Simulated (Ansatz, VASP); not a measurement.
Two plane-wave programs on ZrN

```
Zr N
1.0
     0.00000    2.31429    2.31429
     2.31429    0.00000    2.31429
     2.31429    2.31429    0.00000
Zr N
1 1
Direct
  0.00000 0.00000 0.00000
  0.50000 0.50000 0.50000
```

Change from the starting cell: volume scaled by 1.04, PAW files.

Alike in both runs: task electric field gradients; functional PBE; k mesh 9 × 9 × 9; occupations fermi-dirac, width 0.01 eV; no spin polarisation.

```csv
,VASP,Ansatz
version,VASP 6.6.1,Ansatz 0.2.0
potentials or method,"VASP PAW PBE potentials, release 64 (Zr_sv, N)","PAW with Ansatz's default frozen-core files, scalar-relativistic"
plane-wave cutoff (eV),520,420
valence electrons in the cell,17,17
```

Ansatz gave:

* pressure (GPa): -5.2

Problem. Estimate VASP's values.

Solution. Pressure (GPa): -5.0.

The functional is the same, so the differences come from potentials, cutoffs and numerics.
